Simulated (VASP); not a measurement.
Zr, 2 atoms in the cell. Symmetry: Cmcm, No. 63, orthorhombic system. Conventional cell: a = 3.329 Å, b = 5.598 Å, c = 5.147 Å, α = 90.00°, β = 90.00°, γ = 90.00°. Within 4.2 Å of Zr (site symmetry m2m) lie 12 Zr at 3.18 to 3.33 Å.  This cell differs from its parent crystal: strain +0.0300 x Voigt [1, 0, 0, 0, 0, 0].

- Program: VASP 6.6.1
- Task: single point
- Functional: PBEsol
- Potentials or basis: VASP PAW PBE potentials, release 64 (Zr_sv)
- Cutoff: 520 eV
- k mesh: 18 × 18 × 10
- Occupations: gaussian, width 0.15 eV
- Spin: no spin polarisation
- Dipole correction: no
- Further INCAR settings: ALGO = Fast; EDIFF = 1e-06; NBANDS = 19

Potentials or basis: VASP PAW PBE potentials, release 64 (Zr_sv).

Command:

```bash
$ cat potpaw_PBE.64/Zr_sv/POTCAR > POTCAR
$ mpirun -np 1 vasp_std > vasp.out
```

Hardware: 1 thread of Intel Xeon 8259CL, on a shared host.

Problem. How long does it take, and how much memory?

Solution. Wall time 19 min on 1 thread of Intel Xeon 8259CL, with other jobs on the host, peak memory 0.49 GiB. Counts: scf iterations 20, k points 546.
